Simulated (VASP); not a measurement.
Input of a VASP 6.6.1 run:

The input INCAR:

```
SYSTEM = Sn
  PREC = Accurate
  ENCUT = 520
  EDIFF = 1E-7
  ISMEAR = 0
  SIGMA = 0.15
  LREAL = .False.
  LASPH = .True.
  NELM = 100
  ALGO = Fast
  ISIF = 2
  LWAVE = .False.
  LCHARG = .True.
  GGA = PS
  LELF = .True.
  LVHAR = .True.
  NBANDS = 13
```

File KPOINTS:

```
Automatic mesh
0
Gamma
  24 24 24
  0 0 0
```

Contents of POSCAR:

```
Sn
1.0
   -1.7763061631      1.8736380076      1.8736380076
    1.8736380076     -1.7763061631      1.8736380076
    1.8736380076      1.8736380076     -1.7763061631
Sn
1
Direct
    0.0000000000      0.0000000000      0.0000000000
```

Potentials or basis: VASP PAW PBE potentials, release 64 (Sn_d).

The run is started by

```sh
$ cat potpaw_PBE.64/Sn_d/POTCAR > POTCAR
$ mpirun -np 1 vasp_std > vasp.out
```

**Question.** Estimate the pressure.

**Answer.** 0.0 GPa.

**Question.** What does it give for the band gap on the k mesh?

**Answer.** Zero (bands 7 and 8 overlap by 9.98 eV).

Stress tensor (GPa, compression positive):
```
-0.02 -0.75 -0.75
-0.75 -0.02 -0.75
-0.75 -0.75 -0.02
```

Caveat: the PAW data sets were made with another functional, which shifts forces and pressure a little; spin-orbit coupling is left out, which moves the levels of the heavy elements.
